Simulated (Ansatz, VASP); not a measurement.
**Two plane-wave programs on Ga2O3**

INCAR

```
PREC = Accurate ; ENCUT = 600
EDIFF = 1E-6 ; ISMEAR = 0
SIGMA = 0.02 ; LREAL = F
LASPH = T ; NELM = 100
ALGO = Normal ; ISIF = 3
LWAVE = F ; LCHARG = F
GGA = PE ; IBRION = 2
NSW = 100 ; EDIFFG = -0.005
```

Contents of KPOINTS:

```
regular mesh
0
Gamma
  6 6 6
```

POSCAR

```
Ga2O3
1.0
    2.4997250000      1.4432169017      4.5003166667
   -2.4997250000      1.4432169017      4.5003166667
    0.0000000000     -2.8864338033      4.5003166667
Ga O
4 6
Direct
    0.3559600000      0.3559600000      0.3559600000
    0.1440400000      0.1440400000      0.1440400000
    0.6440400000      0.6440400000      0.6440400000
    0.8559600000      0.8559600000      0.8559600000
    0.5526000000      0.9474000000      0.2500000000
    0.2500000000      0.5526000000      0.9474000000
    0.9474000000      0.2500000000      0.5526000000
    0.4474000000      0.0526000000      0.7500000000
    0.7500000000      0.4474000000      0.0526000000
    0.0526000000      0.7500000000      0.4474000000
```

Input for Ansatz:

```yaml
crystal:
  lattice:
    - [2.499725, 1.4432169017, 4.5003166667]
    - [-2.499725, 1.4432169017, 4.5003166667]
    - [0.0, -2.8864338033, 4.5003166667]
  atoms:
    - { symbol: Ga, position: [0.35596, 0.35596, 0.35596] }
    - { symbol: Ga, position: [0.14404, 0.14404, 0.14404] }
    - { symbol: Ga, position: [0.64404, 0.64404, 0.64404] }
    - { symbol: Ga, position: [0.85596, 0.85596, 0.85596] }
    - { symbol: O, position: [0.5526, 0.9474, 0.25] }
    - { symbol: O, position: [0.25, 0.5526, 0.9474] }
    - { symbol: O, position: [0.9474, 0.25, 0.5526] }
    - { symbol: O, position: [0.4474, 0.0526, 0.75] }
    - { symbol: O, position: [0.75, 0.4474, 0.0526] }
    - { symbol: O, position: [0.0526, 0.75, 0.4474] }
basis:
  ecutwfc: 420
kpoints:
  mp_grid: { grid: [6, 6, 6] }
hamiltonian:
  xc: pbe
scf:
  occupations: { method: gaussian, width: 0.02 }
output:
  forces: true
  stress: true
  eigenvalues: true
  write_density: true
  write_potential: true
  elf: true
  volumetric_format: npy
relax:
  adjacent_minimum: "off"
  f_tol: 0.005
  max_steps: 80
  cell: { stress_tol: 0.05 }
```

Alike in both runs: task relaxation of cell and atoms; functional PBE; k mesh 6 × 6 × 6; occupations gaussian, width 0.02 eV; no spin polarisation.

|  | VASP | Ansatz |
| --- | --- | --- |
| version | VASP 6.6.1 | Ansatz 0.2.0 |
| potentials or method | VASP PAW PBE potentials, release 64 (Ga_d, O), cutoff 600 eV | scalar-relativistic, plane waves, PAW |
| valence electrons in the cell | 88 | 88 |

```csv
,VASP,Ansatz,Ansatz less VASP
"gap on the k mesh at the Fermi level, each at its own relaxed structure (eV)",2.36,2.40,+0.046
relaxed volume (Å³/atom),10.10,10.06,-0.036
relaxed length of the cell vector where the two differ most in proportion (Å),5.404,5.399,-0.0055
```
